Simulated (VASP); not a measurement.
Input of a VASP 6.6.1 run:

Contents of POSCAR:

```
CoSi
1.0
    0.0000000000      2.3144886812      2.3144886812
    2.3144886812      0.0000000000      2.3144886812
    2.3144886812      2.3144886812      0.0000000000
Co Si
1 1
Direct
    0.0000000000      0.0000000000      0.0000000000
    0.5000000000      0.5000000000      0.5000000000
```

The input INCAR.step1:

```
ALGO     = Normal         # electronic algorithm
EDIFF    = 1E-4           # SCF threshold, eV
ENCUT    = 520            # plane-wave cutoff, eV
GGA      = PE             # functional
ISMEAR   = 0              # smearing method
LASPH    = T              # aspherical terms in the spheres
LCHARG   = F              # write CHGCAR
LREAL    = F              # projectors in reciprocal space
LWAVE    = T              # write WAVECAR
NBANDS   = 14             # bands
NELM     = 80             # most SCF steps
PREC     = Accurate       # precision mode
SIGMA    = 0.1            # smearing width, eV
```

File INCAR.step2:

```
ALGO     = Normal         # electronic algorithm
EDIFF    = 1E-6           # SCF threshold, eV
ENCUT    = 520            # plane-wave cutoff, eV
ISIF     = 2              # what is computed and relaxed
ISMEAR   = 0              # smearing method
ISTART   = 1            
LASPH    = T              # aspherical terms in the spheres
LCHARG   = F              # write CHGCAR
LMIXTAU  = T            
LREAL    = F              # projectors in reciprocal space
LWAVE    = F              # write WAVECAR
METAGGA  = R2SCAN         # meta-GGA
NBANDS   = 14             # bands
NELM     = 80             # most SCF steps
PREC     = Accurate       # precision mode
SIGMA    = 0.1            # smearing width, eV
```

The input KPOINTS:

```
k-points
0
Gamma
  20 20 20
```

Potentials or basis: VASP PAW PBE potentials, release 64 (Co, Si).

Command:

```sh
$ cat potpaw_PBE.64/Co/POTCAR potpaw_PBE.64/Si/POTCAR > POTCAR
$ cp INCAR.step1 INCAR
$ mpirun -np 1 vasp_std > vasp.out
$ cp INCAR.step2 INCAR
$ mpirun -np 1 vasp_std > vasp.out
```

What does it give for the pressure?

-0.1 GPa.

Estimate the band gap on the k mesh.

zero (an odd number of electrons rules out a gap without spin polarisation).

Caveat: the PAW data sets were made with another functional, which shifts forces and pressure a little; an odd number of electrons without spin polarisation forces a metal; a magnetic or distorted state may lie lower. Spin polarisation is off, so any magnetic state and its effect on volume and gap are missing.
